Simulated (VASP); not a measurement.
Input of a VASP 6.6.1 run:

Contents of INCAR:

```
PREC = Accurate
ENCUT = 520
EDIFF = 1E-6
ISMEAR = 1
SIGMA = 0.15
LREAL = False
LASPH = True
NELM = 60
ALGO = Normal
ISIF = 2
LWAVE = False
LCHARG = True
GGA = RE
LELF = True
LVHAR = True
NBANDS = 14
```

Contents of KPOINTS:

```
regular mesh
0
Gamma
  14 14 14
```

Contents of POSCAR:

```
Rh
1.0
    0.0000000000      1.8978500000      1.8978500000
    1.8978500000      0.0000000000      1.8978500000
    1.8978500000      1.8978500000      0.0000000000
Rh
1
Direct
    0.0000000000      0.0000000000      0.0000000000
```

Potentials or basis: VASP PAW PBE potentials, release 64 (Rh_pv).

Run with:

```sh
$ cat potpaw_PBE.64/Rh_pv/POTCAR > POTCAR
$ mpirun -np 1 vasp_std > vasp.out
```

Task: What does it give for the pressure?

Result: 11.1 GPa.

Caveat: the PAW data sets were made with another functional, which shifts forces and pressure a little.
